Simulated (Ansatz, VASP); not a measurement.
## One calculation of SbP5, two programs

Contents of INCAR:

```
SYSTEM = SbP5
ALGO = Normal
EDIFF = 1E-7
EDIFFG = -0.04
ENCUT = 600
GGA = PE
IBRION = 2
ISIF = 3
ISMEAR = 0
LASPH = .TRUE.
LCHARG = .FALSE.
LREAL = .FALSE.
LWAVE = .FALSE.
NELM = 80
NSW = 90
PREC = Accurate
SIGMA = 0.1
```

KPOINTS

```
k-points
0
G
  6 6 4
  0 0 0
```

Contents of POSCAR:

```
SbP5
1.0
    4.6951298154      0.0000000000      0.0000000000
   -2.3475649077      4.0661016942      0.0000000000
    0.0000000000      0.0000000000      5.4736344873
Sb P
1 5
Direct
    0.0000000000      0.0000000000      0.5000000000
    0.3333333333      0.6666666667      0.0000000000
    0.6666666667      0.3333333333      0.0000000000
    0.0000000000      0.0000000000      0.0000000000
    0.3333333333      0.6666666667      0.5000000000
    0.6666666667      0.3333333333      0.5000000000
```

Input for Ansatz:

```yaml
crystal:
  lattice:
    - [4.6951298154, 0.0, 0.0]
    - [-2.3475649077, 4.0661016942, 0.0]
    - [0.0, 0.0, 5.4736344873]
  atoms:
    - { symbol: Sb, position: [0.0, 0.0, 0.5] }
    - { symbol: P, position: [0.3333333333, 0.6666666667, 0.0] }
    - { symbol: P, position: [0.6666666667, 0.3333333333, 0.0] }
    - { symbol: P, position: [0.0, 0.0, 0.0] }
    - { symbol: P, position: [0.3333333333, 0.6666666667, 0.5] }
    - { symbol: P, position: [0.6666666667, 0.3333333333, 0.5] }
basis:
  ecutwfc: 420
kpoints:
  mp_grid: { grid: [6, 6, 4] }
hamiltonian:
  xc: pbe
scf:
  occupations: { method: gaussian, width: 0.1 }
  lower_state_search: "off"
output:
  forces: true
  stress: true
  eigenvalues: true
relax:
  adjacent_minimum: "off"
  f_tol: 0.04
  max_steps: 70
  cell: { stress_tol: 0.4 }
```

Alike in both runs: task relaxation of cell and atoms; functional PBE; k mesh 6 × 6 × 4; occupations gaussian, width 0.1 eV; no spin polarisation.

|  | VASP | Ansatz |
| --- | --- | --- |
| version | VASP 6.6.1 | Ansatz 0.2.0 |
| potentials or method | VASP PAW PBE potentials, release 64 (Sb, P), cutoff 600 eV | scalar-relativistic, plane waves, PAW |
| valence electrons in the cell | 30 | 40 |

|  | VASP | Ansatz | Ansatz less VASP |
| --- | --- | --- | --- |
| gap on the k mesh at the Fermi level, each at its own relaxed structure (eV) | none | none | - |
| relaxed volume (Å³/atom) | 17.60 | 17.59 | -0.003 |
| relaxed length of the cell vector where the two differ most in proportion (Å) | 5.222 | 5.227 | +0.0052 |

A gap of «none» marks a metal or a gap that the smearing closes. VASP's potentials hold 30 valence electrons a cell and Ansatz's 40, so a difference there can come from the potentials and not from the codes.

Neither program's run includes spin-orbit coupling.
